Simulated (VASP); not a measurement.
# B: relaxation of cell and atoms with PBE

Crystal: B.

```xyz
6
Lattice="5.0418 0.0000 0.0000 -2.5209 4.3663 0.0000 0.0000 0.0000 1.8947" Properties=species:S:1:pos:R:3 pbc="T T T"
B     1.6561    2.8685    0.3158
B     1.7295    0.0000    0.9473
B    -0.8647    1.4978    1.5789
B    -1.6561    2.8685    0.6316
B     0.8647    1.4978    1.2631
B     3.3123    0.0000    0.0000
```

The cell was built from a structure type or drawn by symmetry, and may not be a known phase.

* Program: VASP 6.6.1
* Task: relaxation of cell and atoms
* Functional: PBE
* Potentials or basis: VASP PAW PBE potentials, release 64 (B)
* Cutoff: 600 eV
* k mesh: 12 × 12 × 20
* Occupations: gaussian, width 0.1 eV
* Spin: no spin polarisation
* Dipole correction: no
* Further INCAR settings: ALGO = Normal; EDIFF = 1e-06; IBRION = 2; EDIFFG = -0.01; NSW = 100; ISIF = 3

The relaxed volume is 6.90 Å³/atom and the relaxed cell is a = 5.071 Å, b = 5.071 Å, c = 1.859 Å, α = 90.00°, β = 90.00°, γ = 120.00°. The space group after relaxing (to 0.1 Å) is P6_122 (No. 178), the energy gained by relaxing is 5.7 meV/atom and the ionic steps are 4. The pressure after relaxing is 0.2 GPa. The band gap on the k mesh is zero (bands 9 and 10 overlap by 1.19 eV).

Step by step:
| step | energy change (eV) | largest force (eV/Å) | pressure (GPa) | volume (Å³) |
| --- | --- | --- | --- | --- |
| 1 | 0.0000 | 0.0539 | -0.76 | 41.71 |
| 2 | -0.0313 | 0.0091 | -0.32 | 41.50 |
| 3 | -0.0340 | 0.0214 | -0.52 | 41.54 |
| 4 | -0.0342 | 0.0020 | 0.18 | 41.41 |

Final structure:
```
CELL_PARAMETERS angstrom
5.07129 0.00000 0.00000
-2.53565 4.39187 0.00000
0.00000 0.00000 1.85940
ATOMIC_POSITIONS crystal
B 0.65636 0.65636 0.16667
B 0.34364 0.00000 0.50000
B 0.00000 0.34364 0.83333
B 0.00000 0.65636 0.33333
B 0.34364 0.34364 0.66667
B 0.65636 0.00000 0.00000
```

Levels at points of the mesh, in eV from the Fermi level:
```tsv
k point	band 6	band 7	band 8	band 9	band 10	band 11	band 12	band 13
(0.00, 0.00, 0.00)	-8.99	-8.11	-2.23	-2.23	4.69	4.69	5.59	9.74
(0.50, 0.00, 0.00)	-6.55	-5.49	-5.17	-4.85	2.73	5.32	5.78	6.56
(0.00, 0.00, 0.50)	-4.35	-1.85	-1.85	-0.42	-0.42	0.50	0.50	2.69
(0.50, 0.00, 0.50)	-4.47	-2.25	-2.25	0.30	0.30	1.35	1.35	5.16
```

Run time: 5.5 min on 1 thread of Intel Xeon 8259CL (shared host), peak memory 0.24 GiB.
